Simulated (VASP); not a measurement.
Set up this calculation in VASP 6.6.1, as the native input.

```
Task                   : single point
Functional             : PBE
Potentials or basis    : VASP PAW PBE potentials, release 64 (Si, C)
Cutoff                 : 520 eV
k mesh                 : 2 × 2 × 2, shifted
Occupations            : gaussian, width 0.01 eV
Spin                   : no spin polarisation
Dipole correction      : no
Further INCAR settings : LREAL = Auto; ALGO = Normal; EDIFF = 1e-06; NBANDS = 166
```

The structure of SiC63 (a cell with a defect) lies in POSCAR:

```
SiC63
1.0
    7.1400000000      0.0000000000      0.0000000000
    0.0000000000      7.1400000000      0.0000000000
    0.0000000000      0.0000000000      7.1400000000
Si C
1 63
Direct
    0.5000000000      0.5000000000      0.5000000000
    0.6396376984      0.6396376984      0.6396376984
    0.6396376984      0.3603623016      0.3603623016
    0.3603623016      0.6396376984      0.3603623016
    0.3603623016      0.3603623016      0.6396376984
    0.5016943862      0.2458740510      0.2458740510
    0.4983056138      0.2458740510      0.7541259490
    0.4983056138      0.7541259490      0.2458740510
    0.5016943862      0.7541259490      0.7541259490
    0.2458740510      0.5016943862      0.2458740510
    0.2458740510      0.4983056138      0.7541259490
    0.7541259490      0.4983056138      0.2458740510
    0.7541259490      0.5016943862      0.7541259490
    0.2458740510      0.2458740510      0.5016943862
    0.2458740510      0.7541259490      0.4983056138
    0.7541259490      0.2458740510      0.4983056138
    0.7541259490      0.7541259490      0.5016943862
    0.1243114454      0.6250326435      0.6250326435
    0.6250326435      0.1243114454      0.6250326435
    0.6250326435      0.6250326435      0.1243114454
    0.1243114454      0.3749673565      0.3749673565
    0.6250326435      0.3749673565      0.8756885546
    0.6250326435      0.8756885546      0.3749673565
    0.3749673565      0.1243114454      0.3749673565
    0.3749673565      0.6250326435      0.8756885546
    0.8756885546      0.6250326435      0.3749673565
    0.3749673565      0.3749673565      0.1243114454
    0.3749673565      0.8756885546      0.6250326435
    0.8756885546      0.3749673565      0.6250326435
    0.0000000000      0.5000000000      0.5000000000
    0.5000000000      0.0000000000      0.5000000000
    0.5000000000      0.5000000000      0.0000000000
    0.1227141736      0.1227141736      0.6246393702
    0.1227141736      0.6246393702      0.1227141736
    0.6246393702      0.1227141736      0.1227141736
    0.1227141736      0.3753606298      0.8772858264
    0.1227141736      0.8772858264      0.3753606298
    0.6246393702      0.8772858264      0.8772858264
    0.3753606298      0.1227141736      0.8772858264
    0.8772858264      0.1227141736      0.3753606298
    0.8772858264      0.6246393702      0.8772858264
    0.3753606298      0.8772858264      0.1227141736
    0.8772858264      0.3753606298      0.1227141736
    0.8772858264      0.8772858264      0.6246393702
    0.0004818906      0.2497342082      0.2497342082
   -0.0004818906      0.2497342082      0.7502657918
   -0.0004818906      0.7502657918      0.2497342082
    0.0004818906      0.7502657918      0.7502657918
    0.2497342082      0.0004818906      0.2497342082
    0.2497342082     -0.0004818906      0.7502657918
    0.7502657918     -0.0004818906      0.2497342082
    0.7502657918      0.0004818906      0.7502657918
    0.2497342082      0.2497342082      0.0004818906
    0.2497342082      0.7502657918     -0.0004818906
    0.7502657918      0.2497342082     -0.0004818906
    0.7502657918      0.7502657918      0.0004818906
    0.1251394844      0.1251394844      0.1251394844
    0.1251394844      0.8748605156      0.8748605156
    0.8748605156      0.1251394844      0.8748605156
    0.8748605156      0.8748605156      0.1251394844
    0.0000000000      0.0000000000      0.5000000000
    0.0000000000      0.5000000000      0.0000000000
    0.5000000000      0.0000000000      0.0000000000
    0.0000000000      0.0000000000      0.0000000000
```

The input as run:

INCAR

```
SYSTEM = SiC63
PREC = Accurate ; ENCUT = 520
EDIFF = 1E-6 ; ISMEAR = 0
SIGMA = 0.01 ; LREAL = Auto
LASPH = .True. ; NELM = 80
ALGO = Normal ; ISIF = 2
LWAVE = .False. ; LCHARG = .True.
GGA = PE ; LELF = .True.
LVHAR = .True. ; NBANDS = 166
```

KPOINTS

```
Automatic mesh
0
Gamma
  2 2 2
  0.5 0.5 0.5
```

Potentials or basis: VASP PAW PBE potentials, release 64 (Si, C).

Launch:

```console
$ cat potpaw_PBE.64/Si/POTCAR potpaw_PBE.64/C/POTCAR > POTCAR
$ mpirun -np 1 vasp_std > vasp.out
```

It gave:

```json
{
  "Pressure": "12.2 GPa",
  "Largest force": "0.033 eV/Å",
  "Band gap on the k mesh": "5.25 eV"
}
```

Run time: 4.4 min on 1 thread of Intel Xeon 8259CL, on a shared host, peak memory 0.39 GiB.
